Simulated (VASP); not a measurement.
Runs of VASP 6.6.1 on ZrN. It takes space group Fm-3m (No. 225, cubic). Conventional cell: a = 4.600 Å, b = 4.600 Å, c = 4.600 Å, α = 90.00°, β = 90.00°, γ = 90.00°. Zr (site symmetry m-3m) has 6 N at 2.30 Å within 3.0 Å. N (site symmetry m-3m) has 6 Zr at 2.30 Å within 3.0 Å. 

```tsv
level	potentials or basis	cutoff (eV)	gap on the mesh (eV)	pressure (GPa)
BLYP	VASP PAW PBE potentials, release 64 (Zr_sv, N)	600	none	8.8
LDA	VASP PAW LDA potentials, release 64 (Zr_sv, N)	600	none	-11.2
r2SCAN	VASP PAW PBE potentials, release 64 (Zr_sv, N)	660	none	-1.2
PBEsol	VASP PAW PBE potentials, release 64 (Zr_sv, N)	600	none	(a)
```

Alike in all rows: task single point; no spin polarisation; cell as given; k mesh 7 × 7 × 7; smearing fermi-dirac 0.3 eV.

Question: Estimate the missing entries.

Answer: (a) -6.8.

Caveats: the PAW data sets were made with another functional, which shifts forces and pressure a little (some runs).

A k mesh can miss the band edges, and the runs leave out spin-orbit coupling on Zr.

A gap of «none» marks levels without a gap at the run's occupations.
